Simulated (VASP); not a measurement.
SnTe:

```
CELL_PARAMETERS angstrom
0.00000 3.12970 3.12970
3.12970 0.00000 3.12970
3.12970 3.12970 0.00000
ATOMIC_POSITIONS crystal
Te 0.50000 0.50000 0.50000
Sn 0.00000 0.00000 0.00000
```

Base run:

```yaml
Program: VASP 6.6.1
Functional: r2SCAN
Potentials_or_basis: VASP PAW PBE potentials, release 64 (Te, Sn_d)
Cutoff: 520 eV
k_mesh: 7 × 7 × 7
Occupations: fermi-dirac, width 0.05 eV
Spin: no spin polarisation
```

Its results: pressure 2.6 GPa.

**Question.** After a change of settings the same cell gave: pressure 12.6 GPa. Which change was it?
A. functional from r2SCAN to SVWN5
B. functional from r2SCAN to PBE exchange alone
C. functional from r2SCAN to RPBE; further incar settings from ALGO = Normal; EDIFF = 1e-06; NBANDS = 17 to ALGO = Normal; EDIFF = 1e-07; NBANDS = 17
D. functional from r2SCAN to LDA; potentials or basis from VASP PAW PBE potentials, release 64 (Te, Sn_d) to VASP PAW LDA potentials, release 64 (Te, Sn_d)

**Answer.** B.

Caveats: the PAW data sets were made with another functional, which shifts forces and pressure a little (some runs).
